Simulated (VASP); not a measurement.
# Hf (P6_3/mmc) in VASP: a series of runs

Hf is run at these levels: PBE; tasks: single point.

Everything below comes from runs of VASP 6.6.1. Logs are shortened: lines on timing, memory, paths and dates and some standing lists are left out, and cuts for length are marked.

**1. The cell of the first run**

Symmetry: P6_3/mmc, No. 194, hexagonal system. Conventional cell: a = 3.197 Å, b = 3.197 Å, c = 4.855 Å, α = 90.00°, β = 90.00°, γ = 120.00°. Hf (site symmetry -6m2) has 12 Hf at 3.05 to 3.20 Å within 4.0 Å.

**2. Single point, PBE**

The input, INCAR:

```
ALGO = Normal ; EDIFF = 1E-7
ENCUT = 520 ; GGA = PE
ISIF = 2 ; ISMEAR = -1
LASPH = T ; LCHARG = F
LREAL = F ; LWAVE = F
NBANDS = 17 ; NELM = 80
PREC = Accurate ; SIGMA = 0.05
```

The input, KPOINTS:

```
k-points
0
Gamma
  8 8 5
```

The input, POSCAR:

```
Hf
1.0
    3.1967000000      0.0000000000      0.0000000000
   -1.5983500000      2.7684234083      0.0000000000
    0.0000000000      0.0000000000      4.8554880000
Hf
2
Direct
    0.6666666667      0.3333333333      0.7500000000
    0.3333333333      0.6666666667      0.2500000000
```

Potentials or basis: VASP PAW PBE potentials, release 64 (Hf_pv).

Started as:

```
$ cat potpaw_PBE.64/Hf_pv/POTCAR > POTCAR
$ mpirun -np 1 vasp_std > vasp.out
```

OUTCAR:

```text
EDIFF = 1E-7
   ENCUT = 520
   GGA = PE
   ISIF = 2
   ISMEAR = -1
   LASPH = T
   LREAL = F
   NELM = 80
   PREC = Accurate

 ion  position               nearest neighbor table
   1  0.667  0.333  0.750-   2 3.05   2 3.05   2 3.05   2 3.05   2 3.05   2 3.05
   2  0.333  0.667  0.250-   1 3.05   1 3.05   1 3.05   1 3.05   1 3.05   1 3.05

  LATTYP: Found a hexagonal cell.
 ALAT       =     3.1967000000
 C/A-ratio  =     1.5189063722

  Lattice vectors:

 A1 = (   3.1967000000,   0.0000000000,   0.0000000000)
 A2 = (  -1.5983500000,   2.7684234083,   0.0000000000)
 A3 = (   0.0000000000,   0.0000000000,   4.8554880000)

Analysis of symmetry for initial positions (statically):
=====================================================================
 Subroutine PRICEL returns:
 Original cell was already a primitive cell.

 Routine SETGRP: Setting up the symmetry group for a
 hexagonal supercell.

 Subroutine GETGRP returns: Found 24 space group operations
 (whereof 12 operations were pure point group operations)
 out of a pool of 24 trial point group operations.

The static configuration has the point symmetry D_3d.
 The point group associated with its full space group is D_6h.

Analysis of symmetry for dynamics (positions and initial velocities):
=====================================================================
 Subroutine PRICEL returns:
 Original cell was already a primitive cell.

 Routine SETGRP: Setting up the symmetry group for a
 hexagonal supercell.

 Subroutine GETGRP returns: Found 24 space group operations
 (whereof 12 operations were pure point group operations)
 out of a pool of 24 trial point group operations.

The dynamic configuration has the point symmetry D_3d.
 The point group associated with its full space group is D_6h.

 Subroutine INISYM returns: Found 24 space group operations
 (whereof 12 operations are pure point group operations),
 and found     1 'primitive' translations

----------------------------------------------------------------------------------------

                                     Primitive cell

  volume of cell :      42.9702

  direct lattice vectors                    reciprocal lattice vectors
     3.196700000  0.000000000  0.000000000     0.312822598  0.180608211  0.000000000
    -1.598350000  2.768423408  0.000000000     0.000000000  0.361216423  0.000000000
     0.000000000  0.000000000  4.855488000     0.000000000  0.000000000  0.205952522

  length of vectors
     3.196700000  3.196700000  4.855488000     0.361216423  0.361216423  0.205952522

  position of ions in fractional coordinates (direct lattice)
     0.666666667  0.333333333  0.750000000
     0.333333333  0.666666667  0.250000000

  ion indices of the primitive-cell ions
   primitive index   ion index
                 1           1
                 2           2

----------------------------------------------------------------------------------------

 KPOINTS: k-points

Automatic generation of k-mesh.
 Grid dimensions read from file:
 generate k-points for:    8    8    5

 Generating k-lattice:

  Cartesian coordinates                     Fractional coordinates (reciprocal lattice)
     0.039102825  0.022576026  0.000000000     0.125000000  0.000000000  0.000000000
     0.000000000  0.045152053  0.000000000     0.000000000  0.125000000  0.000000000
     0.000000000  0.000000000  0.041190504     0.000000000  0.000000000  0.200000000

  Length of vectors
     0.045152053  0.045152053  0.041190504

  Shift w.r.t. Gamma in fractional coordinates (k-lattice)
     0.000000000  0.000000000  0.000000000

 Subroutine IBZKPT returns following result:
 ===========================================

 Found     30 irreducible k-points:

 Following reciprocal coordinates:
            Coordinates               Weight
  0.000000  0.000000  0.000000      1.000000
  0.125000  0.000000  0.000000      6.000000
  0.250000  0.000000  0.000000      6.000000
  0.375000 -0.000000  0.000000      6.000000
  0.500000  0.000000  0.000000      3.000000
  0.125000  0.125000  0.000000      6.000000
[... 16 lines left out ...]
  0.250000  0.000000  0.400000     12.000000
  0.375000 -0.000000  0.400000     12.000000
 [... further k-points ...]
   k-points           NKPTS =     30   k-points in BZ     NKDIM =     30   number of bands    NBANDS=     17
   number of dos      NEDOS =    301   number of ions     NIONS =      2
   total plane-waves  NPLWV =  20736
   dimension x,y,z NGX =    24 NGY =   24 NGZ =   36
   dimension x,y,z NGXF=    48 NGYF=   48 NGZF=   72
   ions per type =               2
   NGX,Y,Z   is equivalent  to a cutoff of  12.48, 12.48, 12.33 a.u.
   NGXF,Y,Z  is equivalent  to a cutoff of  24.96, 24.96, 24.65 a.u.
 SYSTEM =  unknown system
   PREC   = accura    normal or accurate (medium, high low for compatibility)
   ISTART =      0    job   : 0-new  1-cont  2-samecut
   ICHARG =      2    charge: 1-file 2-atom 10-const
   ISPIN  =      1    spin polarized calculation?
   LNONCOLLINEAR =      F non collinear calculations
   LSORBIT =      F    spin-orbit coupling
   LASPH  =      T    aspherical Exc in radial PAW
   ENCUT  =  520.0 eV  38.22 Ry    6.18 a.u.   5.94  5.94  9.03*2*pi/ulx,y,z
   NELM   =     80;   NELMIN=  2; NELMDL= -5     # of ELM steps
   EDIFF  = 0.1E-06   stopping-criterion for ELM
   LREAL  =      F    real-space projection
   EDIFFG = 0.1E-05   stopping-criterion for IOM
   NSW    =      0    number of steps for IOM
   IBRION =     -1    ionic relax: 0-MD 1-quasi-New 2-CG
   NFREE  =      0    steps in history (QN), initial steepest desc. (CG)
   ISIF   =      2    stress and relaxation
   ISYM   =      2    0-nonsym 1-usesym 2-fastsym
   POTIM  = 0.5000    time-step for ionic-motion
   TEBEG  =    0.0;   TEEND  =   0.0 temperature during run
   PSTRESS=    0.0 pullay stress
   NELECT =      20.0000    total number of electrons
   NUPDOWN=      -1.0000    fix difference up-down
   EMIN   =  10.00;   EMAX   =-10.00  energy-range for DOS
   EFERMI =   0.00;   METHOD = LEGACY
   ISMEAR =    -1;   SIGMA  =   0.05  broadening in eV -4-tet -1-fermi 0-gaus
   EFERMI_NEDOS =   21; number of points for ismear=-14 and -15
   IALGO  =     38    algorithm
   IMIX   =      4    mixing-type and parameters
     AMIX     =   0.40;   BMIX     =  1.00
     AMIX_MAG =   1.60;   BMIX_MAG =  1.00
  volume/ion in A,a.u.               =      21.49       144.99
  Fermi-wavevector in a.u.,A,eV,Ry     =   1.268710  2.397514 21.900283  1.609625
  Thomas-Fermi vector in A             =   2.401790
   LORBIT       =      0    0 simple, 1 ext, 2 COOP (PROOUT), +10 PAW based schemes
   GGA     = PE    functional components
   LHFCALC =     F    Hartree Fock is set to
   AEXX    =    0.0000 exact exchange contribution
   IVDW    =     0    specifies the selected vdW correction
   LEPSILON=     F    determine dielectric tensor
   LRPA    =     F    only Hartree local field effects (RPA)
 non-spin polarized calculation
  energy-cutoff  :      520.00
  volume of cell :       42.97
 maximum number of plane-waves:      1171
 NGX is ok and might be reduce to    24
   NGX = 11   NGY = 11   NGZ = 19

 number of electron      20.0000005 magnetization

 Free energy of the ion-electron system (eV)
  ---------------------------------------------------
  ext. energy  EPLUGINS =         0.00000000
  ---------------------------------------------------
  free energy    TOTEN  =       -19.80673142 eV

  energy without entropy =      -19.79509728  energy(sigma->0) =      -19.80091435

 E-fermi :   5.2799     XC(G=0): -11.4677

 val. band max:        5.1421690074   @ k =   0.3750   0.2500   0.4000
 cond. band min:       5.3406068478   @ k =   0.2500   0.2500   0.4000
 fundamental gap:      0.1984378404
 Fermi energy:         5.2799398377

 k-point     1 :       0.0000    0.0000    0.0000
  band No.  band energies     occupation
      1     -25.9113      2.00000
      2     -25.0612      2.00000
      3     -25.0612      2.00000
      4     -24.8831      2.00000
      5     -24.8831      2.00000
      6     -24.8395      2.00000
[... 9 lines left out ...]
     16       7.5909      0.00000
     17      10.6834      0.00000

 k-point     2 :       0.1250    0.0000    0.0000
  band No.  band energies     occupation
      1     -25.8653      2.00000
      2     -25.1451      2.00000
      3     -25.0918      2.00000
      4     -24.9726      2.00000
      5     -24.8921      2.00000
      6     -24.8656      2.00000
[... 9 lines left out ...]
     16       7.7441      0.00000
     17      11.0612      0.00000

 k-point     3 :       0.2500    0.0000    0.0000
  band No.  band energies     occupation
      1     -25.7404      2.00000
      2     -25.3487      2.00000
      3     -25.1767      2.00000
      4     -25.1610      2.00000
      5     -24.9422      2.00000
      6     -24.9176      2.00000
[... 9 lines left out ...]
     16       8.8554      0.00000
     17      11.6689      0.00000

 k-point     4 :       0.3750   -0.0000    0.0000
  band No.  band energies     occupation
      1     -25.5780      2.00000
      2     -25.5527      2.00000
      3     -25.3662      2.00000
      4     -25.2259      2.00000
      5     -25.0559      2.00000
      6     -24.9465      2.00000
[... 9 lines left out ...]
     16      10.4523      0.00000
     17      12.0507      0.00000
[... 343 lines left out ...]
      1     -25.5675      2.00000
      2     -25.2897      2.00000
      3     -25.0534      2.00000
      4     -25.0235      2.00000
      5     -24.9710      2.00000
      6     -24.9618      2.00000
[... 9 lines left out ...]
     16       9.6164      0.00000
     17      10.6998      0.00000

 k-point    23 :       0.2500    0.0000    0.4000
  band No.  band energies     occupation
      1     -25.6175      2.00000
      2     -25.4570      2.00000
      3     -25.1375      2.00000
      4     -25.0781      2.00000
      5     -25.0062      2.00000
      6     -25.0029      2.00000
[... 9 lines left out ...]
     16       9.8491      0.00000
     17      10.7138      0.00000

 k-point    24 :       0.3750   -0.0000    0.4000
  band No.  band energies     occupation
      1     -25.7229      2.00000
      2     -25.6346      2.00000
      3     -25.1535      2.00000
      4     -25.1311      2.00000
      5     -25.0447      2.00000
      6     -25.0309      2.00000
[... 9 lines left out ...]
     16      10.5300      0.00000
     17      11.1032      0.00000

 [... further k-points ...]

------------------------ aborting loop because EDIFF is reached ----------------------------------------

  FORCE on cell =-STRESS in cart. coord.  units (eV):
  Direction    XX          YY          ZZ          XY          YZ          ZX
  --------------------------------------------------------------------------------------
  -------------------------------------------------------------------------------------
  Total        0.9624971      0.9624971      2.6604399      0.0000000      0.0000000      0.0000000
  in kB       35.8874620     35.8874620     99.1965923      0.0000000      0.0000000      0.0000000
  external PRESSURE =      56.9905054 kB  Pullay stress =       0.0000000 kB

 VOLUME and BASIS-vectors are now :
 -----------------------------------------------------------------------------
  energy-cutoff  :      520.00
  volume of cell :       42.97
      direct lattice vectors                 reciprocal lattice vectors
     3.196700000  0.000000000  0.000000000     0.312822598  0.180608211  0.000000000
    -1.598350000  2.768423408  0.000000000     0.000000000  0.361216423  0.000000000
     0.000000000  0.000000000  4.855488000     0.000000000  0.000000000  0.205952522

 POSITION                                       TOTAL-FORCE (eV/Angst)
 -----------------------------------------------------------------------------------
      1.59835      0.92281      3.64162        -0.000000      0.000000      0.000000
     -0.00000      1.84562      1.21387         0.000000     -0.000000      0.000000
 -----------------------------------------------------------------------------------
    total drift:                                0.000000     -0.000000      0.000000

  FREE ENERGIE OF THE ION-ELECTRON SYSTEM (eV)
  ---------------------------------------------------
  free  energy   TOTEN  =       -19.8067314220 eV

  energy  without entropy=      -19.7950972757  energy(sigma->0) =      -19.80091435
```

Wall time 20 s (1 thread of AMD EPYC 7R43 (Zen 3), shared host); peak memory 0.12 GiB.

Results:

* Free energy: -19.8067 eV
* Pressure: 5.7 GPa
* Band gap on the k mesh: zero (band 10 reaches 6.29 eV, above the bottom of band 11 at 4.89 eV)

Caveat: spin-orbit coupling is left out, which moves the levels of the heavy elements.

**3. Single point, PBE**

This run uses another cell than the first one, of 21.93 Å³/atom, 1.021 times its volume.

The input, INCAR:

```
  PREC = Accurate
  ENCUT = 520
  EDIFF = 1E-6
  ISMEAR = -1
  SIGMA = 0.05
  LREAL = False
  LASPH = True
  NELM = 80
  ALGO = Normal
  ISIF = 2
  LWAVE = False
  LCHARG = False
  GGA = PE
  NBANDS = 17
```

The input, KPOINTS:

```
regular mesh
0
Gamma
  8 8 5
```

POSCAR, as its differences from that of step 2:

```diff
@@ -4,3 +4,3 @@
    -1.5983500000      2.7684234083      0.0000000000
-    0.0000000000      0.0000000000      4.8554880000
+    0.0000000000      0.0000000000      4.9566440000
 Hf
```

Potentials or basis: VASP PAW PBE potentials, release 64 (Hf_pv).

Started as:

```
$ cat potpaw_PBE.64/Hf_pv/POTCAR > POTCAR
$ mpirun -np 1 vasp_std > vasp.out
```

Wall time 24 s (1 thread of AMD EPYC 7R43 (Zen 3), shared host); peak memory 0.13 GiB.

The run converged. Its results:

```
Free energy            : -19.8476 eV
Pressure               : 2.9 GPa
Band gap on the k mesh : zero (band 10 reaches 6.20 eV, above the bottom of band 11 at 4.77 eV)
```

Stress tensor (GPa, compression positive):
```
1.96 0.00 0.00
0.00 1.96 0.00
0.00 0.00 4.74
```

Levels at points of the mesh, in eV from the Fermi level:
```tsv
k point	band 6	band 7	band 8	band 9	band 10	band 11	band 12	band 13	band 14	band 15
(0.00, 0.00, 0.00)	-30.20	-7.52	-3.79	0.82	1.07	1.07	1.60	1.97	1.97	2.45
(0.50, 0.00, 0.00)	-30.30	-3.48	-2.89	-2.33	-0.92	0.58	0.94	1.77	5.80	6.38
```

Caveat: spin-orbit coupling is left out, which moves the levels of the heavy elements.

**4. Single point, PBE**

This run uses another cell than the first one, of 22.16 Å³/atom, 1.031 times its volume.

The input, INCAR:

```
PREC = Accurate
ENCUT = 520
EDIFF = 1E-7
ISMEAR = -1
SIGMA = 0.05
LREAL = F
LASPH = T
NELM = 80
ALGO = Normal
ISIF = 2
LWAVE = F
LCHARG = F
GGA = PE
NBANDS = 17
```

The input, KPOINTS:

```
Automatic mesh
0
Gamma
  8 8 5
```

POSCAR, as its differences from that of step 3:

```diff
@@ -4,3 +4,3 @@
    -1.5983500000      2.7684234083      0.0000000000
-    0.0000000000      0.0000000000      4.9566440000
+    0.0000000000      0.0000000000      5.0072220000
 Hf
```

Potentials or basis: VASP PAW PBE potentials, release 64 (Hf_pv).

Started as:

```
$ cat potpaw_PBE.64/Hf_pv/POTCAR > POTCAR
$ mpirun -np 1 vasp_std > vasp.out
```

OUTCAR:

```text
PREC = Accurate
   ENCUT = 520
   EDIFF = 1E-7
   ISMEAR = -1
   LREAL = F
   LASPH = T
   NELM = 80
   ISIF = 2
   GGA = PE

 ion  position               nearest neighbor table
   1  0.667  0.333  0.750-   2 3.11   2 3.11   2 3.11   2 3.11   2 3.11   2 3.11
   2  0.333  0.667  0.250-   1 3.11   1 3.11   1 3.11   1 3.11   1 3.11   1 3.11

  LATTYP: Found a hexagonal cell.
 ALAT       =     3.1967000000
 C/A-ratio  =     1.5663721963

  Lattice vectors:

 A1 = (   3.1967000000,   0.0000000000,   0.0000000000)
[... 192 lines left out ...]
      5     -25.1891      2.00000
      6     -25.1870      2.00000
[... 457 lines left out ...]
      4     -25.4068      2.00000
      5     -25.3600      2.00000
      6     -25.3387      2.00000
[... 9 lines left out ...]
     16      10.2662      0.00000
     17      10.7361      0.00000

 [... further k-points ...]
[... 5 lines left out ...]
  --------------------------------------------------------------------------------------
  -------------------------------------------------------------------------------------
  Total        0.3363954      0.3363954      0.6577698      0.0000000      0.0000000      0.0000000
  in kB       12.1626844     12.1626844     23.7822674      0.0000000      0.0000000      0.0000000
  external PRESSURE =      16.0358787 kB  Pullay stress =       0.0000000 kB

 VOLUME and BASIS-vectors are now :
 -----------------------------------------------------------------------------
  energy-cutoff  :      520.00
  volume of cell :       44.31
      direct lattice vectors                 reciprocal lattice vectors
     3.196700000  0.000000000  0.000000000     0.312822598  0.180608211  0.000000000
    -1.598350000  2.768423408  0.000000000     0.000000000  0.361216423  0.000000000
     0.000000000  0.000000000  5.007222000     0.000000000  0.000000000  0.199711537

 POSITION                                       TOTAL-FORCE (eV/Angst)
 -----------------------------------------------------------------------------------
      1.59835      0.92281      3.75542         0.000000     -0.000000      0.000000
     -0.00000      1.84562      1.25181        -0.000000      0.000000      0.000000
 -----------------------------------------------------------------------------------
    total drift:                               -0.000000      0.000000     -0.000000

  FREE ENERGIE OF THE ION-ELECTRON SYSTEM (eV)
  ---------------------------------------------------
  free  energy   TOTEN  =       -19.8575869699 eV

  energy  without entropy=      -19.8471615035  energy(sigma->0) =      -19.85237424
```

stdout:

```text
POSCAR found type information on POSCAR Hf
 POSCAR found :  1 types and       2 ions
 scaLAPACK will be used
 LDA part: xc-table for (Slater+PW92), standard interpolation
 POSCAR, INCAR and KPOINTS ok, starting setup
 FFT: planning ... GRIDC
 FFT: planning ... GRID_SOFT
 FFT: planning ... GRID
 WAVECAR not read
 entering main loop
```

Wall time 28 s (1 thread of AMD EPYC 7R43 (Zen 3), shared host); peak memory 0.12 GiB.

Results:

```
Free energy            : -19.8576 eV
Pressure               : 1.6 GPa
Band gap on the k mesh : zero (band 10 reaches 6.15 eV, above the bottom of band 11 at 4.72 eV)
```

Stress tensor (GPa, compression positive):
```
1.22 0.00 0.00
0.00 1.22 0.00
0.00 0.00 2.38
```

Caveat: spin-orbit coupling is left out, which moves the levels of the heavy elements.

**5. Single point, PBE**

This run uses another cell than the first one, of 22.38 Å³/atom, 1.042 times its volume.

The input, INCAR:

```
SYSTEM = Hf
PREC = Accurate
ENCUT = 520
EDIFF = 1E-7
ISMEAR = -1
SIGMA = 0.05
LREAL = .FALSE.
LASPH = .TRUE.
NELM = 60
ALGO = Normal
ISIF = 2
LWAVE = .FALSE.
LCHARG = .FALSE.
GGA = PE
NBANDS = 17
```

The input, KPOINTS:

```
Automatic mesh
0
G
  8 8 5
  0 0 0
```

POSCAR, as its differences from that of step 4:

```diff
@@ -4,3 +4,3 @@
    -1.5983500000      2.7684234083      0.0000000000
-    0.0000000000      0.0000000000      5.0072220000
+    0.0000000000      0.0000000000      5.0578000000
 Hf
```

Started as:

```
$ cat potpaw_PBE.64/Hf_pv/POTCAR > POTCAR
$ mpirun -np 1 vasp_std > vasp.out
```

Run time: 28 s. Hardware: 1 thread of AMD EPYC 7R43 (Zen 3), shared host; peak memory 0.12 GiB.

It converged, with:

| Item | Value |
| --- | --- |
| Free energy | -19.8613 eV |
| Pressure | 0.4 GPa |
| Band gap on the k mesh | zero (band 10 reaches 6.10 eV, above the bottom of band 11 at 4.66 eV) |

Stress tensor (GPa, compression positive):
```
0.49 0.00 0.00
0.00 0.49 0.00
0.00 0.00 0.27
```

Levels at points of the mesh, in eV from the Fermi level:
```
           k point  band 7  band 8  band 9  band 10  band 11  band 12  band 13  band 14
(0.00, 0.00, 0.00)   -7.42   -3.74    0.60     1.14     1.14     1.42     1.96     1.96
(0.50, 0.00, 0.00)   -3.39   -2.78   -2.27    -0.84     0.75     0.83     1.64     5.85
```

Caveat: spin-orbit coupling is left out, which moves the levels of the heavy elements.

**6. Overview**

```tsv
cell	gap on the mesh (eV)	pressure (GPa)
a = 3.197, b = 3.197, c = 4.855 Å, angles 90.0, 90.0, 120.0°, 2 atoms	none	5.7
a = 3.197, b = 3.197, c = 4.957 Å, angles 90.0, 90.0, 120.0°, 2 atoms	none	2.9
a = 3.197, b = 3.197, c = 5.007 Å, angles 90.0, 90.0, 120.0°, 2 atoms	none	1.6
a = 3.197, b = 3.197, c = 5.058 Å, angles 90.0, 90.0, 120.0°, 2 atoms	none	0.4
```

Alike in all rows: task single point; level PBE; potentials or basis VASP PAW PBE potentials, release 64 (Hf_pv); no spin polarisation; k mesh 8 × 8 × 5; cutoff (eV) 520; smearing fermi-dirac 0.05 eV.

Caveats: spin-orbit coupling is left out, which moves the levels of the heavy elements.

Absolute energies hang on the potentials; compare differences alone.
